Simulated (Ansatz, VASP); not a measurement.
**CsCdCl3 in VASP and in Ansatz**

```
Cs Cd Cl
1.0
     4.51222    0.00000    0.00000
     0.00000    4.51222    0.00000
     0.00000    0.00000    4.51222
Cs Cd Cl
1 1 3
Direct
  0.00000 0.00000 0.00000
  0.50000 0.50000 0.50000
  0.00000 0.50000 0.50000
  0.50000 0.00000 0.50000
  0.50000 0.50000 0.00000
```

Alike in both runs: task single point; functional LDA; k mesh 6 × 6 × 6; occupations gaussian, width 0.02 eV; no spin polarisation.

|  | VASP | Ansatz |
| --- | --- | --- |
| version | VASP 6.6.1 | Ansatz 0.2.0 |
| potentials or method | VASP PAW LDA potentials, release 64 (Cs_sv, Cd, Cl), cutoff 500 eV | scalar-relativistic, plane waves, PAW |
| valence electrons in the cell | 42 | 50 |

VASP gave:

```
gap on the k mesh at the Fermi level (eV) : 1.80
least direct gap on the mesh (eV)         : 3.93
```

Task: Estimate Ansatz's values.

Result: gap on the k mesh at the Fermi level (eV): 1.75; least direct gap on the mesh (eV): 3.91.

LDA's correlation is that of Perdew and Zunger in VASP and of Perdew and Wang (1992) in Ansatz. VASP's potentials hold 42 valence electrons a cell and Ansatz's 50, so a difference there can come from the potentials and not from the codes.

Spin-orbit coupling is off throughout.
